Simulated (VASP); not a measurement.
Runs of VASP 6.6.1 on La2O. The structure is that of space group Fm-3m (No. 225), or close to it. The cells are those of the table. 

| task | cell | k mesh | cutoff (eV) | gap on the mesh (eV) | pressure (GPa) | relaxed volume (Å³/atom) |
| --- | --- | --- | --- | --- | --- | --- |
| single point | a = 4.779 Å, angles 60.0°, 3 atoms | 4 × 4 × 4 | 520 | none | (a) | - |
| single point | a = 4.515 Å, angles 60.0°, 3 atoms | 4 × 4 × 4 | 520 | none | -0.3 | - |
| single point | a = 4.513 Å, angles 60.0°, 3 atoms | 12 × 12 × 12 | 520 | none | -0.1 | - |
| relaxation of cell and atoms | relaxed from a = 4.515 Å, angles 60.0°, 3 atoms | 12 × 12 × 12 | 600 | none | 0.0 | 21.63 |
| relaxation of cell and atoms | relaxed from a = 4.779 Å, angles 60.0°, 3 atoms | 4 × 4 × 4 | 600 | none | 0.0 | 21.59 |
| single point | a = 4.515 Å, angles 60.0°, 3 atoms | 6 × 6 × 6 | 520 | none | -0.1 | - |
| relaxation of cell and atoms | relaxed from a = 4.515 Å, angles 60.0°, 3 atoms | 6 × 6 × 6 | 600 | none | -0.1 | - |

Alike in all rows: level PBE; potentials or basis VASP PAW PBE potentials, release 64 (La, O); no spin polarisation; smearing gaussian 0.1 eV.

Estimate the missing entries.

(a) -8.4.

Caveats: some runs use coarse meshes; spin-orbit coupling is left out, which moves the levels of the heavy elements; the volume moved by over 15 % at a fixed basis, so the end points are rough (some runs); the relaxation stopped at its first step, so nothing moved (some runs).

A k mesh can miss the band edges, and the runs leave out spin-orbit coupling on La.

A gap of «none» marks levels without a gap at the run's occupations.
